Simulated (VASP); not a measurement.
Crystal: WS.

```
W S
1.0
     3.00789    0.00000    0.00000
     0.00000    3.00789    0.00000
     0.00000    0.00000    3.00789
W S
1 1
Cartesian
  1.5039 1.5039 1.5039
  0.0000 0.0000 0.0000
```

```yaml
Program: VASP 6.6.1
Task: relaxation of cell and atoms
Functional: PBEsol
Potentials_or_basis: VASP PAW PBE potentials, release 64 (W_sv, S)
Cutoff: 600 eV
k_mesh: 9 × 9 × 9
Occupations: fermi-dirac, width 0.05 eV
Spin: no spin polarisation
```

At the start: pressure -6.9 GPa; volume 13.61 Å³/atom.

Question: How do energy, volume and symmetry change on relaxing?

Answer: Over 4 steps the energy falls by 8.0 meV/atom and the volume is 13.24 Å³/atom (-2.7 %); space group Pm-3m (No. 221, to 0.1 Å) before and after.

The path:
```tsv
step	energy change (eV)	largest force (eV/Å)	pressure (GPa)	volume (Å³)
1	0.0000	0.0000	-6.85	27.21
2	0.0627	0.0000	17.85	24.98
3	-0.0161	0.0000	-0.14	26.49
4	-0.0161	0.0000	-0.02	26.48
```

Final structure:
```
CELL_PARAMETERS angstrom
2.98061 0.00000 0.00000
0.00000 2.98061 0.00000
0.00000 0.00000 2.98061
ATOMIC_POSITIONS crystal
W 0.50000 0.50000 0.50000
S 0.00000 0.00000 0.00000
```

Caveat: the PAW data sets were made with another functional, which shifts forces and pressure a little.
